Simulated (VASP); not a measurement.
# K (Fm-3m) in VASP: notebook

The runs below take K through single point, with PBEsol.

All numbers are computed with VASP 6.6.1; they aren't measurements. Logs are shortened: lines on timing, memory, paths and dates and some standing lists are left out, and cuts for length are marked.

**1. The cell of the first run**

It takes space group Fm-3m (No. 225, cubic). The conventional cell has a = 6.917 Å, b = 6.917 Å, c = 6.917 Å, α = 90.00°, β = 90.00°, γ = 90.00°.

This isn't the form of K at room conditions, which is bcc.

**2. Single point, PBEsol (strained)**

The input, INCAR:

```
SYSTEM = K
PREC = Accurate ; ENCUT = 520
EDIFF = 1E-7 ; ISMEAR = 0
SIGMA = 0.1 ; LREAL = .FALSE.
LASPH = .TRUE. ; NELM = 80
ALGO = Fast ; ISIF = 2
LWAVE = .FALSE. ; LCHARG = .TRUE.
GGA = PS ; LELF = .TRUE.
LVHAR = .TRUE. ; NBANDS = 10
```

The input, KPOINTS:

```
regular mesh
0
G
  12 12 12
  0 0 0
```

The input, POSCAR:

```
K
1.0
    0.0000000000      3.4582517690      3.4582517690
    3.4582517690      0.0000000000      3.4582517690
    3.4582517690      3.4582517690      0.0000000000
K
1
Direct
    0.0000000000      0.0000000000      0.0000000000
```

Potentials or basis: VASP PAW PBE potentials, release 64 (K_sv).

On the command line:

```console
> cat potpaw_PBE.64/K_sv/POTCAR > POTCAR
> mpirun -np 1 vasp_std > vasp.out
```

OUTCAR:

```text
SYSTEM = K
   PREC = Accurate
   ENCUT = 520
   EDIFF = 1E-7
   ISMEAR = 0
   LREAL = .FALSE.
   LASPH = .TRUE.
   NELM = 80
   ISIF = 2
   GGA = PS

 ion  position               nearest neighbor table
   1  0.000  0.000  0.000-

  LATTYP: Found a face centered cubic cell.
 ALAT       =     6.9165035380

  Lattice vectors:

 A1 = (   0.0000000000,   3.4582517690,   3.4582517690)
 A2 = (   3.4582517690,   0.0000000000,   3.4582517690)
 A3 = (   3.4582517690,   3.4582517690,   0.0000000000)

Analysis of symmetry for initial positions (statically):
=====================================================================
 Subroutine PRICEL returns:
 Original cell was already a primitive cell.

 Routine SETGRP: Setting up the symmetry group for a
 face centered cubic supercell.

 Subroutine GETGRP returns: Found 48 space group operations
 (whereof 48 operations were pure point group operations)
 out of a pool of 48 trial point group operations.

The static configuration has the point symmetry O_h .

Analysis of symmetry for dynamics (positions and initial velocities):
=====================================================================
 Subroutine PRICEL returns:
 Original cell was already a primitive cell.

 Routine SETGRP: Setting up the symmetry group for a
 face centered cubic supercell.

 Subroutine GETGRP returns: Found 48 space group operations
 (whereof 48 operations were pure point group operations)
 out of a pool of 48 trial point group operations.

The dynamic configuration has the point symmetry O_h .

 Subroutine INISYM returns: Found 48 space group operations
 (whereof 48 operations are pure point group operations),
 and found     1 'primitive' translations

----------------------------------------------------------------------------------------

                                     Primitive cell

  volume of cell :      82.7180

  direct lattice vectors                    reciprocal lattice vectors
     0.000000000  3.458251769  3.458251769    -0.144581723  0.144581723  0.144581723
     3.458251769  0.000000000  3.458251769     0.144581723 -0.144581723  0.144581723
     3.458251769  3.458251769  0.000000000     0.144581723  0.144581723 -0.144581723
[... 82 lines left out ...]
   EDIFF  = 0.1E-06   stopping-criterion for ELM
   LREAL  =      F    real-space projection
   EDIFFG = 0.1E-05   stopping-criterion for IOM
   NSW    =      0    number of steps for IOM
   IBRION =     -1    ionic relax: 0-MD 1-quasi-New 2-CG
   NFREE  =      0    steps in history (QN), initial steepest desc. (CG)
   ISIF   =      2    stress and relaxation
   ISYM   =      2    0-nonsym 1-usesym 2-fastsym
   POTIM  = 0.5000    time-step for ionic-motion
   TEBEG  =    0.0;   TEEND  =   0.0 temperature during run
   PSTRESS=    0.0 pullay stress
   NELECT =       9.0000    total number of electrons
   NUPDOWN=      -1.0000    fix difference up-down
   EMIN   =  10.00;   EMAX   =-10.00  energy-range for DOS
   EFERMI =   0.00;   METHOD = LEGACY
   ISMEAR =     0;   SIGMA  =   0.10  broadening in eV -4-tet -1-fermi 0-gaus
   EFERMI_NEDOS =   21; number of points for ismear=-14 and -15
   IALGO  =     68    algorithm
   IMIX   =      4    mixing-type and parameters
     AMIX     =   0.40;   BMIX     =  1.00
     AMIX_MAG =   1.60;   BMIX_MAG =  1.00
  volume/ion in A,a.u.               =      82.72       558.21
  Fermi-wavevector in a.u.,A,eV,Ry     =   0.781548  1.476912  8.310676  0.610817
  Thomas-Fermi vector in A             =   1.885089
   LORBIT       =      0    0 simple, 1 ext, 2 COOP (PROOUT), +10 PAW based schemes
   GGA     = PS    functional components
   LHFCALC =     F    Hartree Fock is set to
   AEXX    =    0.0000 exact exchange contribution
   IVDW    =     0    specifies the selected vdW correction
   LEPSILON=     F    determine dielectric tensor
   LRPA    =     F    only Hartree local field effects (RPA)
 non-spin polarized calculation
 RMM-DIIS sequential band-by-band and
 Gauss-broadening in eV      SIGMA  =   0.10
  energy-cutoff  :      520.00
  volume of cell :       82.72
 maximum number of plane-waves:      2252
   NGX = 19   NGY = 19   NGZ = 19

 number of electron       8.9999999 magnetization

 Free energy of the ion-electron system (eV)
  ---------------------------------------------------
  ext. energy  EPLUGINS =         0.00000000
  ---------------------------------------------------
  free energy    TOTEN  =        -1.11915245 eV

  energy without entropy =       -1.11516518  energy(sigma->0) =       -1.11715882

 E-fermi :  -0.4141     XC(G=0):  -5.4126

 val. band max:       -0.4701326335   @ k =   0.5000   0.2500   0.0833
 cond. band min:      -0.3979482753   @ k =  -0.4167   0.0833   0.0000
 fundamental gap:      0.0721843582
 Fermi energy:        -0.4140686143

 k-point     1 :       0.0000    0.0000    0.0000
  band No.  band energies     occupation
      1     -32.4737      2.00000
      2     -15.9902      2.00000
      3     -15.9902      2.00000
      4     -15.9902      2.00000
      5      -2.3963      2.00000
      6       3.6961      0.00000
      7       3.6961      0.00000
      8       3.6961      0.00000
      9       4.8712      0.00000
     10       4.8712      0.00000
[... 287 lines left out ...]
 k-point    24 :      -0.4167    0.1667    0.0000
  band No.  band energies     occupation
      1     -32.4714      2.00000
      2     -16.0298      2.00000
      3     -16.0042      2.00000
      4     -15.9980      2.00000
      5      -0.0073      0.00000
      6       0.4618      0.00000
      7       2.6940      0.00000
      8       3.6216      0.00000
      9       4.6668      0.00000
     10       5.3272      0.00000

 [... further k-points ...]

------------------------ aborting loop because EDIFF is reached ----------------------------------------

  FORCE on cell =-STRESS in cart. coord.  units (eV):
  Direction    XX          YY          ZZ          XY          YZ          ZX
  --------------------------------------------------------------------------------------
  -------------------------------------------------------------------------------------
  Total       -0.2220752     -0.2220752     -0.2220752     -0.0000000      0.0000000     -0.0000000
  in kB       -4.3014099     -4.3014099     -4.3014099     -0.0000000      0.0000000     -0.0000000
  external PRESSURE =      -4.3014099 kB  Pullay stress =       0.0000000 kB

 VOLUME and BASIS-vectors are now :
 -----------------------------------------------------------------------------
  energy-cutoff  :      520.00
  volume of cell :       82.72
      direct lattice vectors                 reciprocal lattice vectors
     0.000000000  3.458251769  3.458251769    -0.144581723  0.144581723  0.144581723
     3.458251769  0.000000000  3.458251769     0.144581723 -0.144581723  0.144581723
     3.458251769  3.458251769  0.000000000     0.144581723  0.144581723 -0.144581723

 POSITION                                       TOTAL-FORCE (eV/Angst)
 -----------------------------------------------------------------------------------
      0.00000      0.00000      0.00000        -0.000000      0.000000     -0.000000
 -----------------------------------------------------------------------------------
    total drift:                               -0.000000     -0.000000     -0.000000

  FREE ENERGIE OF THE ION-ELECTRON SYSTEM (eV)
  ---------------------------------------------------
  free  energy   TOTEN  =        -1.1191524516 eV

  energy  without entropy=       -1.1151651828  energy(sigma->0) =       -1.11715882
```

OSZICAR:

```text
N       E                     dE             d eps       ncg     rms          rms(c)
DAV:   1     0.449246994608E+02    0.44925E+02   -0.34581E+03  1440   0.668E+02
DAV:   2     0.394442511328E+00   -0.44530E+02   -0.44017E+02  1546   0.185E+02
DAV:   3    -0.108045731788E+01   -0.14749E+01   -0.14689E+01  2238   0.279E+01
DAV:   4    -0.111893412539E+01   -0.38477E-01   -0.38451E-01  1906   0.414E+00
DAV:   5    -0.112040638122E+01   -0.14723E-02   -0.14721E-02  2226   0.531E-01    0.165E+00
RMM:   6    -0.111927500042E+01    0.11314E-02   -0.20578E-03  1954   0.318E-01    0.107E+00
RMM:   7    -0.111905223122E+01    0.22277E-03   -0.50037E-03  2085   0.452E-01    0.731E-02
RMM:   8    -0.111911930177E+01   -0.67071E-04   -0.73545E-04  2278   0.237E-01    0.291E-02
RMM:   9    -0.111914963276E+01   -0.30331E-04   -0.91586E-05  2336   0.769E-02    0.154E-02
RMM:  10    -0.111915048175E+01   -0.84899E-06   -0.42937E-05  2369   0.402E-02    0.487E-03
RMM:  11    -0.111915148521E+01   -0.10035E-05   -0.70613E-06  2514   0.144E-02    0.365E-03
RMM:  12    -0.111915213116E+01   -0.64594E-06   -0.30858E-06  2444   0.756E-03    0.275E-03
RMM:  13    -0.111915235169E+01   -0.22053E-06   -0.10948E-06  2144   0.447E-03    0.753E-04
RMM:  14    -0.111915245164E+01   -0.99950E-07   -0.53744E-07  1951   0.302E-03
   1 F= -.11191525E+01 E0= -.11171588E+01  d E =-.398727E-02
```

It took 36 s on 1 thread of AMD EPYC 9R45 (Zen 5), shared host; peak memory 0.2 GiB.

Results:

| Item | Value |
| --- | --- |
| Free energy | -1.1192 eV |
| Pressure | -0.4 GPa |
| Band gap on the k mesh | zero (an odd number of electrons rules out a gap without spin polarisation) |

Levels at points of the mesh, in eV from the Fermi level:
| k point | band 3 | band 4 | band 5 | band 6 | band 7 | band 8 |
| --- | --- | --- | --- | --- | --- | --- |
| (0.00, 0.00, 0.00) | -15.58 | -15.58 | -1.98 | 4.11 | 4.11 | 4.11 |
| (0.50, 0.00, 0.00) | -15.58 | -15.58 | 0.33 | 0.52 | 3.91 | 3.91 |
| (0.50, 0.50, 0.00) | -15.59 | -15.59 | 0.95 | 1.27 | 2.35 | 4.53 |

Caveat: the cell differs from its parent crystal (strained); the PAW data sets were made with another functional, which shifts forces and pressure a little.

(Part 1 of 2 ends here.)
